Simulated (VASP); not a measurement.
# AlP: single point with PBE

AlP:

```
Al P
1.0
     0.00000    2.73926    2.73926
     2.73926    0.00000    2.73926
     2.73926    2.73926    0.00000
Al P
1 1
Direct
  0.00000 0.00000 0.00000
  0.25000 0.25000 0.25000
```

* Program: VASP 6.6.1
* Task: single point
* Functional: PBE
* Potentials or basis: VASP PAW PBE potentials, release 64 (Al, P)
* Cutoff: 500 eV
* k mesh: 4 × 4 × 4
* Occupations: gaussian, width 0.01 eV
* Spin: no spin polarisation

```
Pressure               : 1.7 GPa
Band gap on the k mesh : 1.58 eV (least direct gap 3.21 eV)
```

Levels at points of the mesh, in eV from the valence-band top:
| k point | band 1 | band 2 | band 3 | band 4 | band 5 | band 6 | band 7 | band 8 |
| --- | --- | --- | --- | --- | --- | --- | --- | --- |
| (0.00, 0.00, 0.00) | -11.45 | 0.00 | 0.00 | 0.00 | 3.21 | 4.52 | 4.52 | 4.52 |
| (0.50, 0.00, 0.00) | -9.79 | -5.50 | -0.76 | -0.76 | 2.76 | 4.79 | 4.79 | 8.23 |
| (0.50, 0.50, 0.00) | -9.13 | -5.29 | -2.09 | -2.09 | 1.58 | 2.45 | 10.97 | 10.97 |

It took 11 s on 1 thread of Intel Xeon 8259CL, on a shared host, peak memory 0.14 GiB.

Caveat: the k points lie up to 0.50 Å⁻¹ apart. A k mesh can miss the band edges.
